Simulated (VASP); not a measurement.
Here is a VASP 6.6.1 calculation.

Contents of INCAR:

```
SYSTEM = AlN
PREC     = Accurate       ! precision mode
ENCUT    = 520            ! plane-wave cutoff, eV
EDIFF    = 1E-7           ! SCF threshold, eV
ISMEAR   = 0              ! smearing method
SIGMA    = 0.02           ! smearing width, eV
LREAL    = .FALSE.        ! projectors in reciprocal space
LASPH    = .TRUE.         ! aspherical terms in the spheres
NELM     = 100            ! most SCF steps
ALGO     = Normal         ! electronic algorithm
ISIF     = 2              ! what is computed and relaxed
LWAVE    = .FALSE.        ! write WAVECAR
LCHARG   = .FALSE.        ! write CHGCAR
GGA      = PE             ! functional
IBRION   = 2              ! ionic algorithm
NSW      = 60             ! ionic steps
EDIFFG   = -0.008         ! ionic threshold
```

KPOINTS

```
Automatic mesh
0
G
  12 12 6
  0 0 0
```

File POSCAR:

```
AlN
1.0
    3.1302084198      0.0000000000      0.0000000000
   -1.5651042099      2.7108400106      0.0000000000
    0.0752706498      0.0000000000      5.0180433220
Al N
2 2
Direct
    0.6666666667      0.3333333333      0.4992342259
    0.3333333333      0.6666666667      0.9992342259
    0.6666666667      0.3333333333      0.8807657741
    0.3333333333      0.6666666667      0.3807657741
```

Potentials or basis: VASP PAW PBE potentials, release 64 (Al, N).

Run with:

```console
$ cat potpaw_PBE.64/Al/POTCAR potpaw_PBE.64/N/POTCAR > POTCAR
$ mpirun -np 1 vasp_std > vasp.out
```

(1) What does it give for the energy gained by relaxing?

(2) Predict the band gap on the k mesh.

Answers

(1) 0.1 meV/atom.

(2) 4.03 eV, direct.

Caveat: the cell differs from its parent crystal (shear of c along a, cell held: +1.5 %).
